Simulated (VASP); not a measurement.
Runs of VASP 6.6.1 on Ta. The structure is that of space group Im-3m (No. 229), or close to it. The cells are those of the table. 

```tsv
cell	k mesh	smearing	gap on the mesh (eV)	pressure (GPa)
a = 2.819 Å, angles 109.5°, 1 atom	11 × 11 × 11	fermi-dirac 0.1 eV	none	0.5
a = 2.819 Å, angles 109.5°, 1 atom	14 × 14 × 14	methfessel-paxton 1 eV	none	0.5
a = 2.819 Å, angles 109.5°, 1 atom	14 × 14 × 14	methfessel-paxton 0.6 eV	none	0.5
a = 2.819 Å, angles 109.5°, 1 atom	14 × 14 × 14	fermi-dirac 0.1 eV	none	0.9
a = 2.702 Å, angles 109.5°, 1 atom	22 × 22 × 22	fermi-dirac 0.1 eV	none	(a)
a = 2.819 Å, angles 109.5°, 1 atom	14 × 14 × 14	gaussian 0.01 eV	none	0.9
a = 2.819 Å, angles 109.5°, 1 atom	2 × 2 × 2	fermi-dirac 0.1 eV	none	-28.1
a = 2.819 Å, angles 109.5°, 1 atom	14 × 14 × 14	methfessel-paxton 0.03 eV	none	(b)
a = 2.819 Å, angles 109.5°, 1 atom	8 × 8 × 8	fermi-dirac 0.1 eV	none	-0.6
a = 2.819 Å, angles 109.5°, 1 atom	14 × 14 × 14	methfessel-paxton 0.2 eV	none	0.9
a = 2.819 Å, angles 109.5°, 1 atom	22 × 22 × 22	fermi-dirac 0.1 eV	none	0.6
```

Alike in all rows: task single point; level LDA; potentials or basis VASP PAW LDA potentials, release 64 (Ta_pv); no spin polarisation; cutoff (eV) 520.

Problem. Estimate the missing entries.

Solution. (a) 36.3; (b) 0.8.

Caveats: some runs use coarse meshes; spin-orbit coupling is left out, which moves the levels of the heavy elements.

A k mesh can miss the band edges, and the runs leave out spin-orbit coupling on Ta.

A gap of «none» marks levels without a gap at the run's occupations.
